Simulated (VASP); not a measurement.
# Se (P4_12_12) in VASP: relaxation of cell and atoms with PBE

Aim: the relaxation of cell and atoms of Se with PBE.

All numbers are computed with VASP 6.6.1; they aren't measurements. Logs are shortened: lines on timing, memory, paths and dates and some standing lists are left out, and cuts for length are marked.

## Step 1: The cell of the first run

It takes space group P4_12_12 (No. 92, tetragonal). Conventional cell: a = 3.818 Å, b = 3.818 Å, c = 6.593 Å, α = 90.00°, β = 90.00°, γ = 90.00°. Se (site symmetry 2) has 6 Se at 2.73 to 3.52 Å within 3.6 Å.

The cell was built from a structure type or drawn by symmetry, and may not be a known phase.

## Step 2: Relaxation of cell and atoms, PBE

Contents of INCAR:

```
ALGO = Normal
EDIFF = 1E-6
EDIFFG = -0.01
ENCUT = 600
GGA = PE
IBRION = 2
ISIF = 3
ISMEAR = 0
LASPH = True
LCHARG = False
LREAL = False
LWAVE = False
NELM = 100
NSW = 100
PREC = Accurate
SIGMA = 0.1
```

Contents of KPOINTS:

```
k-points
0
Gamma
  12 12 8
```

Contents of POSCAR:

```
Se
1.0
    3.8175570945      0.0000000000      0.0000000000
    0.0000000000      3.8175570945      0.0000000000
    0.0000000000      0.0000000000      6.5927424512
Se
4
Direct
    0.1135083445      0.1135083445      0.5000000000
    0.3864916555      0.6135083445      0.7500000000
    0.6135083445      0.3864916555      0.2500000000
    0.8864916555      0.8864916555      0.0000000000
```

Potentials or basis: VASP PAW PBE potentials, release 64 (Se).

Started as:

```bash
$ cat potpaw_PBE.64/Se/POTCAR > POTCAR
$ mpirun -np 1 vasp_std > vasp.out
```

OUTCAR:

```text
EDIFF = 1E-6
   EDIFFG = -0.01
   ENCUT = 600
   GGA = PE
   IBRION = 2
   ISIF = 3
   ISMEAR = 0
   LASPH = True
   LREAL = False
   NELM = 100
   NSW = 100
   PREC = Accurate

 ion  position               nearest neighbor table
   1  0.114  0.114  0.500-   2 2.73   3 2.73   2 2.73   3 2.73
   2  0.386  0.614  0.750-   1 2.73   4 2.73   1 2.73   4 2.73
   3  0.614  0.386  0.250-   1 2.73   4 2.73   4 2.73   1 2.73
   4  0.886  0.886  0.000-   2 2.73   3 2.73   3 2.73   2 2.73

  LATTYP: Found a simple tetragonal cell.
 ALAT       =     3.8175570945
 C/A-ratio  =     1.7269532028

  Lattice vectors:

 A1 = (   3.8175570945,   0.0000000000,   0.0000000000)
 A2 = (   0.0000000000,   3.8175570945,   0.0000000000)
 A3 = (   0.0000000000,   0.0000000000,   6.5927424512)

Analysis of symmetry for initial positions (statically):
=====================================================================
 Subroutine PRICEL returns:
 Original cell was already a primitive cell.

 Routine SETGRP: Setting up the symmetry group for a
 simple tetragonal supercell.

 Subroutine GETGRP returns: Found  8 space group operations
 (whereof  2 operations were pure point group operations)
 out of a pool of 16 trial point group operations.

The static configuration has the point symmetry C_2 .
 The point group associated with its full space group is D_4 .

Analysis of symmetry for dynamics (positions and initial velocities):
=====================================================================
 Subroutine PRICEL returns:
 Original cell was already a primitive cell.

 Routine SETGRP: Setting up the symmetry group for a
 simple tetragonal supercell.

 Subroutine GETGRP returns: Found  8 space group operations
 (whereof  2 operations were pure point group operations)
 out of a pool of 16 trial point group operations.

The dynamic configuration has the point symmetry C_2 .
 The point group associated with its full space group is D_4 .

 Subroutine INISYM returns: Found  8 space group operations
 (whereof  2 operations are pure point group operations),
 and found     1 'primitive' translations

----------------------------------------------------------------------------------------

                                     Primitive cell

  volume of cell :      96.0809

  direct lattice vectors                    reciprocal lattice vectors
     3.817557095  0.000000000  0.000000000     0.261947621  0.000000000  0.000000000
     0.000000000  3.817557095  0.000000000     0.000000000  0.261947621  0.000000000
     0.000000000  0.000000000  6.592742451     0.000000000  0.000000000  0.151681945

  length of vectors
     3.817557095  3.817557095  6.592742451     0.261947621  0.261947621  0.151681945

  position of ions in fractional coordinates (direct lattice)
     0.113508344  0.113508344  0.500000000
     0.386491656  0.613508344  0.750000000
     0.613508344  0.386491656  0.250000000
     0.886491656  0.886491656  0.000000000

  ion indices of the primitive-cell ions
   primitive index   ion index
                 1           1
                 2           2
                 3           3
                 4           4

----------------------------------------------------------------------------------------

 KPOINTS: k-points

Automatic generation of k-mesh.
 Grid dimensions read from file:
 generate k-points for:   12   12    8

 Generating k-lattice:

  Cartesian coordinates                     Fractional coordinates (reciprocal lattice)
     0.021828968  0.000000000  0.000000000     0.083333333  0.000000000  0.000000000
     0.000000000  0.021828968  0.000000000     0.000000000  0.083333333  0.000000000
     0.000000000  0.000000000  0.018960243     0.000000000  0.000000000  0.125000000

  Length of vectors
     0.021828968  0.021828968  0.018960243

  Shift w.r.t. Gamma in fractional coordinates (k-lattice)
     0.000000000  0.000000000  0.000000000

 Subroutine IBZKPT returns following result:
 ===========================================

 Found    140 irreducible k-points:

 Following reciprocal coordinates:
            Coordinates               Weight
  0.000000  0.000000  0.000000      1.000000
  0.083333  0.000000  0.000000      4.000000
  0.166667  0.000000  0.000000      4.000000
  0.250000  0.000000  0.000000      4.000000
  0.333333  0.000000  0.000000      4.000000
  0.416667  0.000000  0.000000      4.000000
[... 16 lines left out ...]
  0.333333  0.333333  0.000000      4.000000
  0.416667  0.333333  0.000000      8.000000
 [... further k-points ...]
   k-points           NKPTS =    140   k-points in BZ     NKDIM =    140   number of bands    NBANDS=     16
   number of dos      NEDOS =    301   number of ions     NIONS =      4
   total plane-waves  NPLWV =  48600
   dimension x,y,z NGX =    30 NGY =   30 NGZ =   54
   dimension x,y,z NGXF=    60 NGYF=   60 NGZF=  108
   ions per type =               4
   NGX,Y,Z   is equivalent  to a cutoff of  13.06, 13.06, 13.62 a.u.
   NGXF,Y,Z  is equivalent  to a cutoff of  26.13, 26.13, 27.23 a.u.
 SYSTEM =  unknown system
   PREC   = accura    normal or accurate (medium, high low for compatibility)
   ISTART =      0    job   : 0-new  1-cont  2-samecut
   ICHARG =      2    charge: 1-file 2-atom 10-const
   ISPIN  =      1    spin polarized calculation?
   LNONCOLLINEAR =      F non collinear calculations
   LSORBIT =      F    spin-orbit coupling
   LASPH  =      T    aspherical Exc in radial PAW
   ENCUT  =  600.0 eV  44.10 Ry    6.64 a.u.   7.62  7.62 13.17*2*pi/ulx,y,z
   NELM   =    100;   NELMIN=  2; NELMDL= -5     # of ELM steps
   EDIFF  = 0.1E-05   stopping-criterion for ELM
   LREAL  =      F    real-space projection
   EDIFFG = -.1E-01   stopping-criterion for IOM
   NSW    =    100    number of steps for IOM
   IBRION =      2    ionic relax: 0-MD 1-quasi-New 2-CG
   NFREE  =      1    steps in history (QN), initial steepest desc. (CG)
   ISIF   =      3    stress and relaxation
   ISYM   =      2    0-nonsym 1-usesym 2-fastsym
   POTIM  = 0.5000    time-step for ionic-motion
   TEBEG  =    0.0;   TEEND  =   0.0 temperature during run
   PSTRESS=    0.0 pullay stress
   NELECT =      24.0000    total number of electrons
   NUPDOWN=      -1.0000    fix difference up-down
   EMIN   =  10.00;   EMAX   =-10.00  energy-range for DOS
   EFERMI =   0.00;   METHOD = LEGACY
   ISMEAR =     0;   SIGMA  =   0.10  broadening in eV -4-tet -1-fermi 0-gaus
   EFERMI_NEDOS =   21; number of points for ismear=-14 and -15
   IALGO  =     38    algorithm
   IMIX   =      4    mixing-type and parameters
     AMIX     =   0.40;   BMIX     =  1.00
     AMIX_MAG =   1.60;   BMIX_MAG =  1.00
  volume/ion in A,a.u.               =      24.02       162.10
  Fermi-wavevector in a.u.,A,eV,Ry     =   1.031018  1.948341 14.462963  1.062998
  Thomas-Fermi vector in A             =   2.165145
   LORBIT       =      0    0 simple, 1 ext, 2 COOP (PROOUT), +10 PAW based schemes
   GGA     = PE    functional components
   LHFCALC =     F    Hartree Fock is set to
   AEXX    =    0.0000 exact exchange contribution
   IVDW    =     0    specifies the selected vdW correction
   LEPSILON=     F    determine dielectric tensor
   LRPA    =     F    only Hartree local field effects (RPA)
 conjugate gradient relaxation of ions
 non-spin polarized calculation
 Gauss-broadening in eV      SIGMA  =   0.10
  energy-cutoff  :      600.00
  volume of cell :       96.08
 maximum number of plane-waves:      3235
   NGX = 15   NGY = 15   NGZ = 27

 number of electron      24.0000002 magnetization

 Free energy of the ion-electron system (eV)
  ---------------------------------------------------
  ext. energy  EPLUGINS =         0.00000000
  ---------------------------------------------------
  free energy    TOTEN  =       -12.93396229 eV

  energy without entropy =      -12.93049467  energy(sigma->0) =      -12.93222848

 E-fermi :   4.3575     XC(G=0):  -9.6268

 val. band max:        4.3182075565   @ k =   0.0833   0.0833   0.1250
 cond. band min:       4.3586803965   @ k =   0.1667   0.0000   0.0000
 fundamental gap:      0.0404728399
 Fermi energy:         4.3574665850

 k-point     1 :       0.0000    0.0000    0.0000
  band No.  band energies     occupation
      1     -11.7594      2.00000
      2      -9.3772      2.00000
      3      -9.3772      2.00000
      4      -6.2987      2.00000
      5       0.4752      2.00000
      6       0.7127      2.00000
[... 8 lines left out ...]
     15       5.0981      0.00000
     16       5.4994      0.00000

 k-point     2 :       0.0833    0.0000    0.0000
  band No.  band energies     occupation
      1     -11.7108      2.00000
      2      -9.3850      2.00000
      3      -9.3318      2.00000
      4      -6.3776      2.00000
      5       0.2750      2.00000
      6       0.3313      2.00000
[... 8 lines left out ...]
     15       5.2058      0.00000
     16       5.5574      0.00000

 k-point     3 :       0.1667    0.0000    0.0000
  band No.  band energies     occupation
      1     -11.5675      2.00000
      2      -9.4184      2.00000
      3      -9.1979      2.00000
      4      -6.5989      2.00000
      5      -0.4814      2.00000
      6      -0.1886      2.00000
[... 8 lines left out ...]
     15       5.4715      0.00000
     16       5.6738      0.00000

 k-point     4 :       0.2500    0.0000    0.0000
  band No.  band energies     occupation
      1     -11.3363      2.00000
      2      -9.5049      2.00000
      3      -8.9837      2.00000
      4      -6.9195      2.00000
      5      -1.1941      2.00000
      6      -0.7647      2.00000
[... 8 lines left out ...]
     15       5.3479      0.00000
     16       6.0168      0.00000
[... 324 lines left out ...]
 k-point    22 :       0.5000    0.2500    0.0000
  band No.  band energies     occupation
      1      -9.9143      2.00000
      2      -9.9143      2.00000
      3      -8.1921      2.00000
      4      -8.1921      2.00000
      5      -1.7269      2.00000
      6      -1.7269      2.00000
[... 8 lines left out ...]
     15       6.1459      0.00000
     16       6.1459      0.00000

 k-point    23 :       0.3333    0.3333    0.0000
  band No.  band energies     occupation
      1     -10.3350      2.00000
      2      -9.1521      2.00000
      3      -8.9017      2.00000
      4      -7.7799      2.00000
      5      -1.5800      2.00000
      6      -1.4353      2.00000
[... 8 lines left out ...]
     15       5.8532      0.00000
     16       6.7280      0.00000

 k-point    24 :       0.4167    0.3333    0.0000
  band No.  band energies     occupation
      1      -9.9972      2.00000
      2      -9.3288      2.00000
      3      -8.6769      2.00000
      4      -8.0545      2.00000
      5      -1.7081      2.00000
      6      -1.6100      2.00000
[... 8 lines left out ...]
     15       6.1258      0.00000
     16       6.7045      0.00000

 [... further k-points ...]

------------------------ aborting loop because EDIFF is reached ----------------------------------------

  FORCE on cell =-STRESS in cart. coord.  units (eV):
  Direction    XX          YY          ZZ          XY          YZ          ZX
  --------------------------------------------------------------------------------------
  -------------------------------------------------------------------------------------
  Total        0.0115027      0.0115027      0.0325622      0.0000000      0.0000000      0.0000000
  in kB        0.1918110      0.1918110      0.5429834      0.0000000      0.0000000      0.0000000
  external PRESSURE =       0.3088685 kB  Pullay stress =       0.0000000 kB

 VOLUME and BASIS-vectors are now :
 -----------------------------------------------------------------------------
  energy-cutoff  :      600.00
  volume of cell :       96.08
      direct lattice vectors                 reciprocal lattice vectors
     3.817557095  0.000000000  0.000000000     0.261947621  0.000000000  0.000000000
     0.000000000  3.817557095  0.000000000     0.000000000  0.261947621  0.000000000
     0.000000000  0.000000000  6.592742451     0.000000000  0.000000000  0.151681945

 POSITION                                       TOTAL-FORCE (eV/Angst)
 -----------------------------------------------------------------------------------
      0.43332      0.43332      3.29637        -0.003169     -0.003169      0.000000
      1.47545      2.34210      4.94456         0.003169     -0.003169     -0.000000
      2.34210      1.47545      1.64819        -0.003169      0.003169     -0.000000
      3.38423      3.38423      0.00000         0.003169      0.003169      0.000000
 -----------------------------------------------------------------------------------
    total drift:                               -0.000000      0.000000     -0.000000

  FREE ENERGIE OF THE ION-ELECTRON SYSTEM (eV)
  ---------------------------------------------------
  free  energy   TOTEN  =       -12.9339622865 eV

  energy  without entropy=      -12.9304946658  energy(sigma->0) =      -12.93222848

 reached required accuracy - stopping structural energy minimisation
```

It took 68 s on 1 thread of Intel Xeon 6975P-C (Granite Rapids), shared host; peak memory 0.35 GiB.

Results:

| Property | Result |
| --- | --- |
| Free energy | -12.9340 eV |
| Pressure after relaxing | 0.0 GPa |
| Largest force after relaxing | 0.004 eV/Å |
| Band gap on the k mesh | zero (bands 12 and 13 overlap by 0.06 eV) |

Forces in eV/Å, atoms in the order of the input:
```
Se  -0.003 -0.003  0.000
Se   0.003 -0.003  0.000
Se  -0.003  0.003  0.000
Se   0.003  0.003  0.000
```

Final structure:
```
Se
1.0
     3.81756    0.00000    0.00000
     0.00000    3.81756    0.00000
     0.00000    0.00000    6.59274
Se
4
Direct
  0.11351 0.11351 0.50000
  0.38649 0.61351 0.75000
  0.61351 0.38649 0.25000
  0.88649 0.88649 0.00000
```

Caveat: the relaxation stopped at its first step, so nothing moved.
